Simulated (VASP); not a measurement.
Write the native input for VASP 6.6.1 that does the following.

| Item | Value |
| --- | --- |
| Task | single point |
| Functional | PBE |
| Dispersion | D3(BJ) |
| Potentials or basis | VASP PAW PBE potentials, release 64 (Cd_sv_GW, S) |
| Cutoff | 630 eV |
| k mesh | 6 × 6 × 8 |
| Occupations | gaussian, width 0.05 eV |
| Spin | no spin polarisation |
| Dipole correction | no |
| Further INCAR settings | ALGO = Normal; EDIFF = 1e-06; NBANDS = 20 |

The structure of CdS lies in POSCAR:

```
CdS
1.0
    4.0976668513      0.0000000000      0.0000000000
   -2.0488334257      3.5486835895      0.0000000000
    0.0000000000      0.0000000000      3.8283122367
Cd S
1 1
Direct
    0.0000000000      0.0000000000      0.5307944175
    0.6666666667      0.3333333333      0.3462055825
```

One way to write it, as run:

INCAR

```
PREC = Accurate
ENCUT = 630
EDIFF = 1E-6
ISMEAR = 0
SIGMA = 0.05
LREAL = F
LASPH = T
NELM = 120
ALGO = Normal
ISIF = 2
LWAVE = F
LCHARG = F
GGA = PE
IVDW = 12
NBANDS = 20
GGA_COMPAT = F
```

KPOINTS

```
regular mesh
0
Gamma
  6 6 8
```

Potentials or basis: VASP PAW PBE potentials, release 64 (Cd_sv_GW, S).

The run is started by

```console
$ cat potpaw_PBE.64/Cd_sv_GW/POTCAR potpaw_PBE.64/S/POTCAR > POTCAR
$ mpirun -np 1 vasp_std > vasp.out
```

Results of the run:

| Quantity | Value |
| --- | --- |
| Pressure | -0.1 GPa |
| Band gap on the k mesh | 0.92 eV (least direct gap 1.24 eV) |
| Dispersion energy per atom | -0.270 eV |

It took 23 s on 1 thread of Intel(R) Xeon(R) 6975P-C (Granite Rapids), with other jobs on the host, peak memory 0.25 GiB.
